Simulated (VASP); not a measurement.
# Ca in VASP: single point with LDA

Aim: the single point of Ca with LDA.

Everything below comes from runs of VASP 6.6.1. Logs are shortened: lines on timing, memory, paths and dates and some standing lists are left out, and cuts for length are marked.

**1. The cell of the first run**

The typed cell holds 1 atom: a = 3.841 Å, b = 3.841 Å, c = 4.436 Å, α = 54.73°, β = 54.73°, γ = 70.53°.

**2. Single point, LDA**

Input file INCAR:

```
SYSTEM = Ca
  PREC = Accurate
  ENCUT = 520
  EDIFF = 1E-7
  ISMEAR = 0
  SIGMA = 0.15
  LREAL = .FALSE.
  LASPH = .TRUE.
  NELM = 60
  ALGO = Fast
  ISIF = 2
  LWAVE = .FALSE.
  LCHARG = .TRUE.
  GGA = CA
  LELF = .TRUE.
  LVHAR = .TRUE.
  NBANDS = 11
```

Input file KPOINTS:

```
regular mesh
0
G
  16 16 16
  0 0 0
```

Input file POSCAR:

```
Ca
1.0
    0.0000000000      3.1365413478      2.2175347329
    3.1365413478      0.0000000000      2.2175347329
    3.1365413478      3.1365413478      0.0000000000
Ca
1
Direct
    0.0000000000      0.0000000000      0.0000000000
```

Potentials or basis: VASP PAW LDA potentials, release 64 (Ca_sv).

The run is started by

```console
cat potpaw_LDA.64/Ca_sv/POTCAR > POTCAR
mpirun -np 1 vasp_std > vasp.out
```

OUTCAR:

```text
SYSTEM = Ca
   PREC = Accurate
   ENCUT = 520
   EDIFF = 1E-7
   ISMEAR = 0
   LREAL = .FALSE.
   LASPH = .TRUE.
   NELM = 60
   ISIF = 2
   GGA = CA

 ion  position               nearest neighbor table
   1  0.000  0.000  0.000-

  LATTYP: Found a body centered tetragonal cell.
 ALAT       =     4.4357393130
 C/A-ratio  =     0.9998489886

  Lattice vectors:

 A1 = (   0.0000000000,  -3.1365413478,  -2.2175347329)
 A2 = (   0.0000000000,   3.1365413478,  -2.2175347329)
 A3 = (   3.1365413478,   0.0000000000,   2.2175347329)

Analysis of symmetry for initial positions (statically):
=====================================================================
 Subroutine PRICEL returns:
 Original cell was already a primitive cell.

 Routine SETGRP: Setting up the symmetry group for a
 body centered tetragonal supercell.

 Subroutine GETGRP returns: Found 16 space group operations
 (whereof 16 operations were pure point group operations)
 out of a pool of 16 trial point group operations.

The static configuration has the point symmetry D_4h.

Analysis of symmetry for dynamics (positions and initial velocities):
=====================================================================
 Subroutine PRICEL returns:
 Original cell was already a primitive cell.

 Routine SETGRP: Setting up the symmetry group for a
 body centered tetragonal supercell.

 Subroutine GETGRP returns: Found 16 space group operations
 (whereof 16 operations were pure point group operations)
 out of a pool of 16 trial point group operations.

The dynamic configuration has the point symmetry D_4h.

 Subroutine INISYM returns: Found 16 space group operations
 (whereof 16 operations are pure point group operations),
 and found     1 'primitive' translations

----------------------------------------------------------------------------------------

                                     Primitive cell

  volume of cell :      43.6317

  direct lattice vectors                    reciprocal lattice vectors
     0.000000000  3.136541348  2.217534733    -0.159411257  0.159411257  0.225475612
     3.136541348  0.000000000  2.217534733     0.159411257 -0.159411257  0.225475612
     3.136541348  3.136541348  0.000000000     0.159411257  0.159411257 -0.225475612

  length of vectors
     3.841269571  3.841269571  4.435739313     0.318846592  0.318846592  0.318846592

  position of ions in fractional coordinates (direct lattice)
     0.000000000  0.000000000  0.000000000

  ion indices of the primitive-cell ions
   primitive index   ion index
[... 76 lines left out ...]
   NSW    =      0    number of steps for IOM
   IBRION =     -1    ionic relax: 0-MD 1-quasi-New 2-CG
   NFREE  =      0    steps in history (QN), initial steepest desc. (CG)
   ISIF   =      2    stress and relaxation
   ISYM   =      2    0-nonsym 1-usesym 2-fastsym
   POTIM  = 0.5000    time-step for ionic-motion
   TEBEG  =    0.0;   TEEND  =   0.0 temperature during run
   PSTRESS=    0.0 pullay stress
   NELECT =      10.0000    total number of electrons
   NUPDOWN=      -1.0000    fix difference up-down
   EMIN   =  10.00;   EMAX   =-10.00  energy-range for DOS
   EFERMI =   0.00;   METHOD = LEGACY
   ISMEAR =     0;   SIGMA  =   0.15  broadening in eV -4-tet -1-fermi 0-gaus
   EFERMI_NEDOS =   21; number of points for ismear=-14 and -15
   IALGO  =     68    algorithm
   IMIX   =      4    mixing-type and parameters
     AMIX     =   0.40;   BMIX     =  1.00
     AMIX_MAG =   1.60;   BMIX_MAG =  1.00
  volume/ion in A,a.u.               =      43.63       294.44
  Fermi-wavevector in a.u.,A,eV,Ry     =   1.001861  1.893242 13.656506  1.003725
  Thomas-Fermi vector in A             =   2.134310
   LORBIT       =      0    0 simple, 1 ext, 2 COOP (PROOUT), +10 PAW based schemes
   GGA     = CA    functional components
   LHFCALC =     F    Hartree Fock is set to
   AEXX    =    0.0000 exact exchange contribution
   IVDW    =     0    specifies the selected vdW correction
   LEPSILON=     F    determine dielectric tensor
   LRPA    =     F    only Hartree local field effects (RPA)
 non-spin polarized calculation
 RMM-DIIS sequential band-by-band and
 Gauss-broadening in eV      SIGMA  =   0.15
  energy-cutoff  :      520.00
  volume of cell :       43.63
 maximum number of plane-waves:      1205
 NGX is ok and might be reduce to    30
   NGX = 15   NGY = 15   NGZ = 17

 number of electron      10.0000000 magnetization

 Free energy of the ion-electron system (eV)
  ---------------------------------------------------
  ext. energy  EPLUGINS =         0.00000000
  ---------------------------------------------------
  free energy    TOTEN  =        -2.15793789 eV

  energy without entropy =       -2.13926154  energy(sigma->0) =       -2.14859972

 E-fermi :   1.7123     XC(G=0):  -7.8561

 val. band max:        1.7074756027   @ k =   0.5000   0.3125   0.0000
 cond. band min:       1.7135309674   @ k =  -0.4375   0.0000   0.4375
 fundamental gap:      0.0060553647
 Fermi energy:         1.7122714914

 k-point     1 :       0.0000    0.0000    0.0000
  band No.  band energies     occupation
      1     -39.9822      2.00000
      2     -21.1938      2.00000
      3     -21.1938      2.00000
      4     -21.1938      2.00000
      5      -2.3003      2.00000
      6       3.8166      0.00000
      7       3.8173      0.00000
      8       3.8173      0.00000
      9       4.8489      0.00000
     10       4.8497      0.00000
     11      11.8228      0.00000
[... 309 lines left out ...]
 k-point    24 :      -0.0625    0.0625    0.0000
  band No.  band energies     occupation
      1     -39.9812      2.00000
      2     -21.2004      2.00000
      3     -21.1972      2.00000
      4     -21.1972      2.00000
      5      -2.1622      2.00000
      6       3.7795      0.00000
      7       3.7802      0.00000
      8       3.8762      0.00000
      9       4.6869      0.00000
     10       4.9051      0.00000
     11      11.5902      0.00000

 [... further k-points ...]
[... 5 lines left out ...]
  --------------------------------------------------------------------------------------
  -------------------------------------------------------------------------------------
  Total       -0.5908173     -0.5908173     -0.5908990      0.0000000      0.0000000     -0.0000000
  in kB      -21.6950829    -21.6950829    -21.6980818      0.0000000      0.0000000     -0.0000000
  external PRESSURE =     -21.6960825 kB  Pullay stress =       0.0000000 kB

 VOLUME and BASIS-vectors are now :
 -----------------------------------------------------------------------------
  energy-cutoff  :      520.00
  volume of cell :       43.63
      direct lattice vectors                 reciprocal lattice vectors
     0.000000000  3.136541348  2.217534733    -0.159411257  0.159411257  0.225475612
     3.136541348  0.000000000  2.217534733     0.159411257 -0.159411257  0.225475612
     3.136541348  3.136541348  0.000000000     0.159411257  0.159411257 -0.225475612

 POSITION                                       TOTAL-FORCE (eV/Angst)
 -----------------------------------------------------------------------------------
      0.00000      0.00000      0.00000         0.000000      0.000000      0.000000
 -----------------------------------------------------------------------------------
    total drift:                               -0.000000     -0.000000     -0.000000

  FREE ENERGIE OF THE ION-ELECTRON SYSTEM (eV)
  ---------------------------------------------------
  free  energy   TOTEN  =        -2.1579378917 eV

  energy  without entropy=       -2.1392615390  energy(sigma->0) =       -2.14859972
```

It took 6.1 min on 1 thread of AMD EPYC 7R13, shared host; peak memory 0.25 GiB.

What came out:

| Quantity | Value |
| --- | --- |
| Free energy | -2.1579 eV |
| Pressure | -2.2 GPa |
| Band gap on the k mesh | zero (band 5 reaches 2.02 eV, above the bottom of band 6 at 1.69 eV) |
